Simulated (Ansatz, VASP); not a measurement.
**Mo: VASP beside Ansatz**

```
Mo
1.0
     0.00000    1.98762    1.98762
     1.98762    0.00000    1.98762
     1.98762    1.98762    0.00000
Mo
1
Direct
  0.00000 0.00000 0.00000
```

Change from the starting cell: volume scaled by 0.98.

Alike in both runs: task single point; functional PBE; k mesh 18 × 18 × 18; occupations fermi-dirac, width 0.05 eV; no spin polarisation.

|  | VASP | Ansatz |
| --- | --- | --- |
| version | VASP 6.6.1 | Ansatz 0.2.0 |
| potentials or method | VASP PAW PBE potentials, release 64 (Mo_sv), cutoff 520 eV | all-electron LAPW, scalar-relativistic |

|  | VASP | Ansatz | Ansatz less VASP |
| --- | --- | --- | --- |
| pressure (GPa) | 5.6 | 5.1 | -0.48 |

Ansatz ran all-electron here, and VASP with PAW potentials.
